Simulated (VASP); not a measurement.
Write the native input for VASP 6.6.1 that does the following.

* Task: relaxation of cell and atoms
* Functional: PBE
* Potentials or basis: VASP PAW PBE potentials, release 64 (Y_sv, Nb_sv, N)
* Cutoff: 600 eV
* k mesh: 4 × 4 × 4
* Occupations: gaussian, width 0.1 eV
* Spin: no spin polarisation
* Dipole correction: no
* Further INCAR settings: ALGO = Normal; EDIFF = 1e-07; IBRION = 2; EDIFFG = -0.04; NSW = 90; ISIF = 3

The structure of YNb4N lies in POSCAR:

```
YNb4N
1.0
    3.7701246700      0.0000000000      0.0000000000
    0.0000000000      3.7701246700      0.0000000000
    0.0000000000      0.0000000000      5.6243602500
Y Nb N
1 4 1
Direct
    0.5000000000      0.5000000000      0.5000000000
    0.0000000000      0.5000000000      0.7644799900
    0.5000000000      0.0000000000      0.7644799900
    0.0000000000      0.5000000000      0.2355200100
    0.5000000000      0.0000000000      0.2355200100
    0.0000000000      0.0000000000      0.0000000000
```

The cell was generated, and may not be a known phase.

The input as run:

INCAR

```
PREC = Accurate
ENCUT = 600
EDIFF = 1E-7
ISMEAR = 0
SIGMA = 0.1
LREAL = F
LASPH = T
NELM = 80
ALGO = Normal
ISIF = 3
LWAVE = F
LCHARG = F
GGA = PE
IBRION = 2
NSW = 90
EDIFFG = -0.04
```

KPOINTS

```
regular mesh
0
Gamma
  4 4 4
```

Potentials or basis: VASP PAW PBE potentials, release 64 (Y_sv, Nb_sv, N).

The run is started by

```bash
$ cat potpaw_PBE.64/Y_sv/POTCAR potpaw_PBE.64/Nb_sv/POTCAR potpaw_PBE.64/N/POTCAR > POTCAR
$ mpirun -np 1 vasp_std > vasp.out
```

It gave:

```yaml
Relaxed_volume: 19.63 Å³/atom
Relaxed_cell: a = 3.891 Å, b = 3.891 Å, c = 7.778 Å, α = 90.00°, β = 90.00°, γ = 90.00°
Space_group_after_relaxing_to_0.1_Å: P4/mmm (No. 123)
Energy_gained_by_relaxing: 1627.9 meV/atom
Ionic_steps: 20
Pressure_after_relaxing: 0.1 GPa
Largest_force_after_relaxing: 0.007 eV/Å
Band_gap_on_the_k_mesh: zero (bands 34 and 35 overlap by 0.35 eV)
```

Caveat: the k points lie up to 0.40 Å⁻¹ apart in the final cell; the volume moved by over 15 % at a fixed basis, so the end points are rough.

Wall time 44 min on 1 thread of Intel Xeon 8259CL, on a shared host, peak memory 0.26 GiB.
